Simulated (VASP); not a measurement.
# GaP (I-4m2) in VASP: a series of runs, part 2 of 2

VASP 6.6.1.

## 3. Single point, r2SCAN (strain -0.0750 x Voigt [0, 0, 1, 0, 0, 0])

Contents of POSCAR:

```
GaP
1.0
    0.0000000000      2.7252500000      2.5208562500
    2.7252500000      0.0000000000      2.5208562500
    2.7252500000      2.7252500000      0.0000000000
Ga P
1 1
Direct
    0.0000000000      0.0000000000      0.0000000000
    0.7500000000      0.7500000000      0.7500000000
```

Contents of INCAR.step1:

```
ALGO = Normal
EDIFF = 1E-4
ENCUT = 520
GGA = PE
ISMEAR = 0
LASPH = True
LCHARG = False
LREAL = False
LWAVE = True
NBANDS = 16
NELM = 100
PREC = Accurate
SIGMA = 0.05
```

Contents of INCAR.step2:

```
ALGO = Normal
EDIFF = 1E-6
ENCUT = 520
ISIF = 2
ISMEAR = 0
ISTART = 1
LASPH = True
LCHARG = False
LMIXTAU = True
LREAL = False
LWAVE = False
METAGGA = R2SCAN
NBANDS = 16
NELM = 100
PREC = Accurate
SIGMA = 0.05
```

Contents of KPOINTS:

```
k-points
0
Gamma
  8 8 8
```

Potentials or basis: VASP PAW PBE potentials, release 64 (Ga_d, P).

The run is started by

```sh
$ cat potpaw_PBE.64/Ga_d/POTCAR potpaw_PBE.64/P/POTCAR > POTCAR
$ cp INCAR.step1 INCAR
$ mpirun -np 1 vasp_std > vasp.out
$ cp INCAR.step2 INCAR
$ mpirun -np 1 vasp_std > vasp.out
```

OUTCAR:

```text
EDIFF = 1E-6
   ENCUT = 520
   ISIF = 2
   ISMEAR = 0
   ISTART = 1
   LASPH = True
   LREAL = False
   METAGGA = R2SCAN
   NELM = 100
   PREC = Accurate

 ion  position               nearest neighbor table
   1  0.000  0.000  0.000-   2 2.30   2 2.30   2 2.30   2 2.30
   2  0.750  0.750  0.750-   1 2.30   1 2.30   1 2.30   1 2.30

  LATTYP: Found a body centered tetragonal cell.
 ALAT       =     3.8540855109
 C/A-ratio  =     1.3081475452

  Lattice vectors:

 A1 = (   0.0000000000,  -2.7252500000,  -2.5208562500)
 A2 = (   0.0000000000,   2.7252500000,  -2.5208562500)
 A3 = (   2.7252500000,   0.0000000000,   2.5208562500)

Analysis of symmetry for initial positions (statically):
=====================================================================
 Subroutine PRICEL returns:
 Original cell was already a primitive cell.

 Routine SETGRP: Setting up the symmetry group for a
 body centered tetragonal supercell.

[... 155 lines left out ...]

 number of electron      18.0000000 magnetization

 Free energy of the ion-electron system (eV)
  ---------------------------------------------------
  ext. energy  EPLUGINS =         0.00000000
  ---------------------------------------------------
  free energy    TOTEN  =       -21.35601876 eV

  energy without entropy =      -21.35601876  energy(sigma->0) =      -21.35601876

 E-fermi :   5.8623     XC(G=0): -10.9406

 val. band max:        5.5858822304   @ k =   0.0000   0.0000   0.0000
 cond. band min:       6.5626679211   @ k =   0.3750   0.3750   0.0000
 fundamental gap:      0.9767856908
 Fermi energy:         5.8623326549

 k-point     1 :       0.0000    0.0000    0.0000
  band No.  band energies     occupation
      1      -9.8547      2.00000
      2      -9.8544      2.00000
      3      -9.8325      2.00000
      4      -9.7161      2.00000
      5      -9.7047      2.00000
      6      -8.3420      2.00000
[... 433 lines left out ...]
      3      -9.8029      2.00000
      4      -9.7161      2.00000
      5      -9.6967      2.00000
      6      -6.6690      2.00000
[... 8 lines left out ...]
     15      16.5771      0.00000
     16      17.5494      0.00000

 [... further k-points ...]
[... 5 lines left out ...]
  --------------------------------------------------------------------------------------
  -------------------------------------------------------------------------------------
  Total        1.4323220      1.4323220      2.7043644      0.0000000      0.0000000      0.0000000
  in kB       61.2858853     61.2858853    115.7137642      0.0000000      0.0000000      0.0000000
  external PRESSURE =      79.4285116 kB  Pullay stress =       0.0000000 kB

 VOLUME and BASIS-vectors are now :
 -----------------------------------------------------------------------------
  energy-cutoff  :      520.00
  volume of cell :       37.44
      direct lattice vectors                 reciprocal lattice vectors
     0.000000000  2.725250000  2.520856250    -0.183469406  0.183469406  0.198345304
     2.725250000  0.000000000  2.520856250     0.183469406 -0.183469406  0.198345304
     2.725250000  2.725250000  0.000000000     0.183469406  0.183469406 -0.198345304

 POSITION                                       TOTAL-FORCE (eV/Angst)
 -----------------------------------------------------------------------------------
      0.00000      0.00000      0.00000        -0.000000     -0.000000      0.000000
      4.08788      4.08788      3.78128         0.000000      0.000000     -0.000000
 -----------------------------------------------------------------------------------
    total drift:                               -0.000022     -0.000022      0.000316

  FREE ENERGIE OF THE ION-ELECTRON SYSTEM (eV)
  ---------------------------------------------------
  free  energy   TOTEN  =       -21.3560187625 eV

  energy  without entropy=      -21.3560187625  energy(sigma->0) =      -21.35601876
```

OUTCAR.step1:

```text
EDIFF = 1E-4
   ENCUT = 520
   GGA = PE
   ISMEAR = 0
   LASPH = True
[... 677 lines left out ...]
 -----------------------------------------------------------------------------------
      0.00000      0.00000      0.00000        -0.000000     -0.000000     -0.000000
      4.08788      4.08788      3.78128         0.000000      0.000000      0.000000
 -----------------------------------------------------------------------------------
    total drift:                               -0.000001     -0.000001      0.000009

  FREE ENERGIE OF THE ION-ELECTRON SYSTEM (eV)
  ---------------------------------------------------
  free  energy   TOTEN  =        -8.9668788496 eV

  energy  without entropy=       -8.9668788496  energy(sigma->0) =       -8.96687885
```

OSZICAR.step1:

```text
N       E                     dE             d eps       ncg     rms          rms(c)
DAV:   1     0.818035337934E+02    0.81804E+02   -0.90313E+03  1968   0.167E+03
DAV:   2    -0.289047503225E+01   -0.84694E+02   -0.80003E+02  2168   0.318E+02
DAV:   3    -0.916486792171E+01   -0.62744E+01   -0.62498E+01  2376   0.668E+01
DAV:   4    -0.926184616812E+01   -0.96978E-01   -0.96953E-01  2336   0.874E+00
DAV:   5    -0.926373531358E+01   -0.18891E-02   -0.18891E-02  2448   0.113E+00    0.464E+00
DAV:   6    -0.900034849268E+01    0.26339E+00   -0.38829E-01  2928   0.116E+01    0.311E+00
DAV:   7    -0.896639163798E+01    0.33957E-01   -0.11292E-01  2544   0.241E+00    0.120E+00
DAV:   8    -0.896646015674E+01   -0.68519E-04   -0.14266E-02  2304   0.146E+00    0.267E-01
DAV:   9    -0.896683051471E+01   -0.37036E-03   -0.13320E-03  2448   0.470E-01    0.728E-02
DAV:  10    -0.896687884959E+01   -0.48335E-04   -0.85858E-05  1944   0.137E-01
   1 F= -.89668788E+01 E0= -.89668788E+01  d E =-.690215E-15
```

Run time: 95 s. Hardware: 1 thread of Intel Xeon Platinum 8375C at 2.90GHz (Ice Lake), shared host; peak memory 0.19 GiB.

What came out:

```
Free energy            : -21.3560 eV
Pressure               : 7.9 GPa
Band gap on the k mesh : 0.98 eV, indirect (least direct gap 2.72 eV)
```

Stress tensor (GPa, compression positive):
```
 6.13  0.00  0.00
 0.00  6.13  0.00
 0.00  0.00 11.57
```

Caveat: the cell differs from its parent crystal (strain -0.0750 x Voigt [0, 0, 1, 0, 0, 0]); the PAW data sets were made with another functional, which shifts forces and pressure a little. A k mesh can miss the band edges.

## 4. Single point, r2SCAN (strain +0.0750 x Voigt [0, 0, 1, 0, 0, 0])

Contents of POSCAR:

```
GaP
1.0
    0.0000000000      2.7252500000      2.9296437500
    2.7252500000      0.0000000000      2.9296437500
    2.7252500000      2.7252500000      0.0000000000
Ga P
1 1
Direct
    0.0000000000      0.0000000000      0.0000000000
    0.7500000000      0.7500000000      0.7500000000
```

Contents of INCAR.step1:

```
SYSTEM = GaP
PREC = Accurate
ENCUT = 520
ISMEAR = 0
SIGMA = 0.05
LREAL = .False.
LASPH = .True.
NELM = 60
NBANDS = 16
GGA = PE
ALGO = Normal
EDIFF = 1E-4
LWAVE = .True.
LCHARG = .False.
```

Contents of INCAR.step2:

```
SYSTEM = GaP
PREC = Accurate
ENCUT = 520
EDIFF = 1E-6
ISMEAR = 0
SIGMA = 0.05
LREAL = .False.
LASPH = .True.
NELM = 60
ALGO = Normal
ISIF = 2
LWAVE = .False.
LCHARG = .False.
METAGGA = R2SCAN
LMIXTAU = .True.
NBANDS = 16
ISTART = 1
```

Contents of KPOINTS:

```
regular mesh
0
Gamma
  8 8 8
  0 0 0
```

Potentials or basis: VASP PAW PBE potentials, release 64 (Ga_d, P).

The run is started by

```sh
$ cat potpaw_PBE.64/Ga_d/POTCAR potpaw_PBE.64/P/POTCAR > POTCAR
$ cp INCAR.step1 INCAR
$ mpirun -np 1 vasp_std > vasp.out
$ cp INCAR.step2 INCAR
$ mpirun -np 1 vasp_std > vasp.out
```

OUTCAR:

```text
SYSTEM = GaP
   PREC = Accurate
   ENCUT = 520
   EDIFF = 1E-6
   ISMEAR = 0
   LREAL = .False.
   LASPH = .True.
   NELM = 60
   ISIF = 2
   METAGGA = R2SCAN
   ISTART = 1

 ion  position               nearest neighbor table
   1  0.000  0.000  0.000-   2 2.42   2 2.42   2 2.42   2 2.42
   2  0.750  0.750  0.750-   1 2.42   1 2.42   1 2.42   1 2.42

  LATTYP: Found a body centered tetragonal cell.
 ALAT       =     3.8540855109
 C/A-ratio  =     1.5202795796

  Lattice vectors:

 A1 = (  -2.7252500000,   0.0000000000,   2.9296437500)
 A2 = (   2.7252500000,   0.0000000000,   2.9296437500)
 A3 = (   0.0000000000,   2.7252500000,  -2.9296437500)

Analysis of symmetry for initial positions (statically):
=====================================================================
 Subroutine PRICEL returns:
 Original cell was already a primitive cell.

 Routine SETGRP: Setting up the symmetry group for a
 body centered tetragonal supercell.

 Subroutine GETGRP returns: Found  8 space group operations
 (whereof  8 operations were pure point group operations)
 out of a pool of 16 trial point group operations.

The static configuration has the point symmetry D_2d.

Analysis of symmetry for dynamics (positions and initial velocities):
[... 161 lines left out ...]

 val. band max:        3.9010796217   @ k =   0.0000   0.0000   0.0000
 cond. band min:       5.4168793864   @ k =   0.0000   0.0000   0.0000
 fundamental gap:      1.5157997646
 Fermi energy:         4.1846741743

 k-point     1 :       0.0000    0.0000    0.0000
  band No.  band energies     occupation
      1     -11.1612      2.00000
      2     -11.1390      2.00000
      3     -11.1390      2.00000
      4     -11.0638      2.00000
      5     -11.0504      2.00000
      6      -8.7244      2.00000
[... 433 lines left out ...]
      3     -11.1194      2.00000
      4     -11.0696      2.00000
      5     -11.0409      2.00000
      6      -7.3138      2.00000
[... 8 lines left out ...]
     15      14.6785      0.00000
     16      15.4896      0.00000

 [... further k-points ...]

------------------------ aborting loop because EDIFF is reached ----------------------------------------

  FORCE on cell =-STRESS in cart. coord.  units (eV):
  Direction    XX          YY          ZZ          XY          YZ          ZX
  --------------------------------------------------------------------------------------
  -------------------------------------------------------------------------------------
  Total       -0.9107379     -0.9107379     -2.6590521      0.0000000      0.0000000      0.0000000
  in kB      -33.5309987    -33.5309987    -97.8993779      0.0000000      0.0000000      0.0000000
  external PRESSURE =     -54.9871251 kB  Pullay stress =       0.0000000 kB

 VOLUME and BASIS-vectors are now :
 -----------------------------------------------------------------------------
  energy-cutoff  :      520.00
  volume of cell :       43.52
      direct lattice vectors                 reciprocal lattice vectors
     0.000000000  2.725250000  2.929643750    -0.183469406  0.183469406  0.170669215
     2.725250000  0.000000000  2.929643750     0.183469406 -0.183469406  0.170669215
     2.725250000  2.725250000  0.000000000     0.183469406  0.183469406 -0.170669215

 POSITION                                       TOTAL-FORCE (eV/Angst)
 -----------------------------------------------------------------------------------
      0.00000      0.00000      0.00000         0.000000      0.000000     -0.000000
      4.08788      4.08788      4.39447        -0.000000     -0.000000      0.000000
 -----------------------------------------------------------------------------------
    total drift:                               -0.000019     -0.000019      0.000032

  FREE ENERGIE OF THE ION-ELECTRON SYSTEM (eV)
  ---------------------------------------------------
  free  energy   TOTEN  =       -21.3671749330 eV

  energy  without entropy=      -21.3671749330  energy(sigma->0) =      -21.36717493
```

OUTCAR.step1:

```text
SYSTEM = GaP
   PREC = Accurate
   ENCUT = 520
   ISMEAR = 0
   LREAL = .False.
   LASPH = .True.
[... 679 lines left out ...]
      0.00000      0.00000      0.00000         0.000000      0.000000      0.000000
      4.08788      4.08788      4.39447        -0.000000     -0.000000     -0.000000
 -----------------------------------------------------------------------------------
    total drift:                               -0.000002     -0.000002     -0.000003

  FREE ENERGIE OF THE ION-ELECTRON SYSTEM (eV)
  ---------------------------------------------------
  free  energy   TOTEN  =        -9.0719372387 eV

  energy  without entropy=       -9.0719372387  energy(sigma->0) =       -9.07193724
```

Wall time 2.2 min (1 thread of Intel Xeon Platinum 8375C at 2.90GHz (Ice Lake), shared host); peak memory 0.19 GiB.

What came out:

| Quantity | Value |
| --- | --- |
| Free energy | -21.3672 eV |
| Pressure | -5.5 GPa |
| Band gap on the k mesh | 1.52 eV, direct |

Stress tensor (GPa, compression positive):
```
-3.35  0.00  0.00
 0.00 -3.35  0.00
 0.00  0.00 -9.79
```

Levels at points of the mesh, in eV from the valence-band top:
| k point | band 6 | band 7 | band 8 | band 9 | band 10 | band 11 | band 12 | band 13 |
| --- | --- | --- | --- | --- | --- | --- | --- | --- |
| (0.00, 0.00, 0.00) | -12.63 | -0.46 | 0.00 | 0.00 | 1.52 | 4.02 | 4.02 | 4.21 |
| (0.50, 0.00, 0.00) | -10.70 | -6.58 | -1.51 | -0.90 | 1.54 | 4.80 | 5.18 | 8.54 |
| (0.50, 0.50, 0.00) | -10.07 | -7.06 | -2.36 | -2.36 | 2.25 | 2.47 | 10.62 | 10.62 |
| (0.50, 0.00, 0.50) | -9.77 | -6.60 | -2.86 | -2.82 | 1.75 | 1.77 | 10.29 | 10.33 |

Caveat: the cell differs from its parent crystal (strain +0.0750 x Voigt [0, 0, 1, 0, 0, 0]); the PAW data sets were made with another functional, which shifts forces and pressure a little. A k mesh can miss the band edges.

## 5. Single point, r2SCAN (strain +0.0875 x Voigt [0, 0, 1, 0, 0, 0])

Contents of POSCAR:

```
GaP
1.0
    0.0000000000      2.7252500000      2.9637093750
    2.7252500000      0.0000000000      2.9637093750
    2.7252500000      2.7252500000      0.0000000000
Ga P
1 1
Direct
    0.0000000000      0.0000000000      0.0000000000
    0.7500000000      0.7500000000      0.7500000000
```

Contents of INCAR.step1:

```
SYSTEM = GaP
PREC = Accurate ; ENCUT = 520
ISMEAR = 0 ; SIGMA = 0.05
LREAL = .FALSE. ; LASPH = .TRUE.
NELM = 60 ; NBANDS = 16
GGA = PE ; ALGO = Normal
EDIFF = 1E-4 ; LWAVE = .TRUE.
LCHARG = .FALSE.
```

Contents of INCAR.step2:

```
SYSTEM = GaP
PREC = Accurate ; ENCUT = 520
EDIFF = 1E-7 ; ISMEAR = 0
SIGMA = 0.05 ; LREAL = .FALSE.
LASPH = .TRUE. ; NELM = 60
ALGO = Normal ; ISIF = 2
LWAVE = .FALSE. ; LCHARG = .TRUE.
METAGGA = R2SCAN ; LMIXTAU = .TRUE.
LELF = .TRUE. ; LVHAR = .TRUE.
NBANDS = 16 ; ISTART = 1
```

Contents of KPOINTS:

```
Automatic mesh
0
G
  8 8 8
  0 0 0
```

The run is started by

```sh
$ cat potpaw_PBE.64/Ga_d/POTCAR potpaw_PBE.64/P/POTCAR > POTCAR
$ cp INCAR.step1 INCAR
$ mpirun -np 1 vasp_std > vasp.out
$ cp INCAR.step2 INCAR
$ mpirun -np 1 vasp_std > vasp.out
```

It took 2.7 min on 1 thread of Intel Xeon Platinum 8375C at 2.90GHz (Ice Lake), shared host; peak memory 0.19 GiB.

It converged, with:

* Free energy: -21.3340 eV
* Pressure: -6.2 GPa
* Band gap on the k mesh: 1.37 eV, direct

Stress tensor (GPa, compression positive):
```
 -3.67   0.00   0.00
  0.00  -3.67   0.00
  0.00   0.00 -11.22
```

Levels at points of the mesh, in eV from the valence-band top:
```tsv
k point	band 6	band 7	band 8	band 9	band 10	band 11	band 12	band 13
(0.00, 0.00, 0.00)	-12.57	-0.53	0.00	0.00	1.37	3.99	3.99	4.22
(0.50, 0.00, 0.00)	-10.68	-6.54	-1.56	-0.86	1.45	4.78	5.20	8.49
(0.50, 0.50, 0.00)	-10.09	-7.08	-2.29	-2.29	2.30	2.52	10.49	10.50
(0.50, 0.00, 0.50)	-9.74	-6.55	-2.86	-2.82	1.72	1.72	10.08	10.14
```

Caveat: the cell differs from its parent crystal (strain +0.0875 x Voigt [0, 0, 1, 0, 0, 0]); the PAW data sets were made with another functional, which shifts forces and pressure a little. A k mesh can miss the band edges.

## 6. Single point, r2SCAN (strain +0.1000 x Voigt [0, 0, 1, 0, 0, 0])

Contents of POSCAR:

```
GaP
1.0
    0.0000000000      2.7252500000      2.9977750000
    2.7252500000      0.0000000000      2.9977750000
    2.7252500000      2.7252500000      0.0000000000
Ga P
1 1
Direct
    0.0000000000      0.0000000000      0.0000000000
    0.7500000000      0.7500000000      0.7500000000
```

Contents of INCAR.step1:

```
SYSTEM = GaP
ALGO = Normal
EDIFF = 1E-4
ENCUT = 520
GGA = PE
ISMEAR = 0
LASPH = .TRUE.
LCHARG = .FALSE.
LREAL = .FALSE.
LWAVE = .TRUE.
NBANDS = 16
NELM = 100
PREC = Accurate
SIGMA = 0.05
```

Contents of INCAR.step2:

```
SYSTEM = GaP
ALGO = Normal
EDIFF = 1E-6
ENCUT = 520
ISIF = 2
ISMEAR = 0
ISTART = 1
LASPH = .TRUE.
LCHARG = .FALSE.
LMIXTAU = .TRUE.
LREAL = .FALSE.
LWAVE = .FALSE.
METAGGA = R2SCAN
NBANDS = 16
NELM = 100
PREC = Accurate
SIGMA = 0.05
```

Contents of KPOINTS:

```
k-points
0
G
  8 8 8
  0 0 0
```

Potentials or basis: VASP PAW PBE potentials, release 64 (Ga_d, P).

The run is started by

```sh
$ cat potpaw_PBE.64/Ga_d/POTCAR potpaw_PBE.64/P/POTCAR > POTCAR
$ cp INCAR.step1 INCAR
$ mpirun -np 1 vasp_std > vasp.out
$ cp INCAR.step2 INCAR
$ mpirun -np 1 vasp_std > vasp.out
```

It took 2 min on 1 thread of Intel Xeon Platinum 8375C at 2.90GHz (Ice Lake), shared host; peak memory 0.19 GiB.

It converged, with:

```
Free energy            : -21.2963 eV
Pressure               : -6.8 GPa
Band gap on the k mesh : 1.23 eV, direct
```

Stress tensor (GPa, compression positive):
```
 -3.95   0.00   0.00
  0.00  -3.95   0.00
  0.00   0.00 -12.57
```

Levels at points of the mesh, in eV from the valence-band top:
```tsv
k point	band 7	band 8	band 9	band 10	band 11	band 12
(0.00, 0.00, 0.00)	-0.61	0.00	0.00	1.23	3.97	3.97
(0.50, 0.00, 0.00)	-6.50	-1.62	-0.82	1.35	4.76	5.21
(0.50, 0.50, 0.00)	-7.09	-2.23	-2.23	2.35	2.57	10.29
(0.50, 0.00, 0.50)	-6.50	-2.87	-2.82	1.67	1.70	9.87
```

Caveat: the cell differs from its parent crystal (strain +0.1000 x Voigt [0, 0, 1, 0, 0, 0]); the PAW data sets were made with another functional, which shifts forces and pressure a little. A k mesh can miss the band edges.

## 7. Summary

```csv
cell,gap on the mesh (eV),pressure (GPa)
"a = 3.666, b = 3.666, c = 3.854 Å, angles 58.3, 58.3, 63.4°, 2 atoms",0.65,11.3
"a = 3.712, b = 3.712, c = 3.854 Å, angles 58.7, 58.7, 62.5°, 2 atoms",0.98,7.9
"a = 4.001, b = 4.001, c = 3.854 Å, angles 61.2, 61.2, 57.6°, 2 atoms",1.52,-5.5
"a = 4.026, b = 4.026, c = 3.854 Å, angles 61.4, 61.4, 57.2°, 2 atoms",1.37,-6.2
"a = 4.051, b = 4.051, c = 3.854 Å, angles 61.6, 61.6, 56.8°, 2 atoms",1.23,-6.8
```

Alike in all rows: task single point; level r2SCAN; potentials or basis VASP PAW PBE potentials, release 64 (Ga_d, P); no spin polarisation; k mesh 8 × 8 × 8; cutoff (eV) 520; smearing gaussian 0.05 eV.

Caveats: the PAW data sets were made with another functional, which shifts forces and pressure a little.

Total energies depend on the potentials used, so only differences within one code and one set of settings carry meaning.
